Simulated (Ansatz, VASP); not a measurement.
## Li3OF: VASP beside Ansatz

```
CELL_PARAMETERS angstrom
3.64213 0.00000 0.00000
0.00000 3.64213 0.00000
0.00000 0.00000 3.64213
ATOMIC_POSITIONS crystal
F 0.00000 0.00000 0.00000
O 0.50000 0.50000 0.50000
Li 0.50000 0.50000 0.00000
Li 0.50000 0.00000 0.50000
Li 0.00000 0.50000 0.50000
```

Alike in both runs: task single point; functional r2SCAN; k mesh 6 × 6 × 6; no spin polarisation.

```csv
,VASP,Ansatz
version,VASP 6.6.1,Ansatz 0.2.0
potentials or method,"VASP PAW PBE potentials, release 64 (F, O, Li_sv)","plane waves, PAW"
plane-wave cutoff (eV),520,500
occupations,"gaussian, width 0.01 eV",fixed
valence electrons in the cell,22,22
```

```csv
,VASP,Ansatz,Ansatz less VASP
gap on the k mesh at the Fermi level (eV),5.61,5.60,-0.015
```

VASP's potentials were made for PBE, not for r2SCAN.

Noted on VASP's run: the cutoff is short for stress, so the pressure is rough.
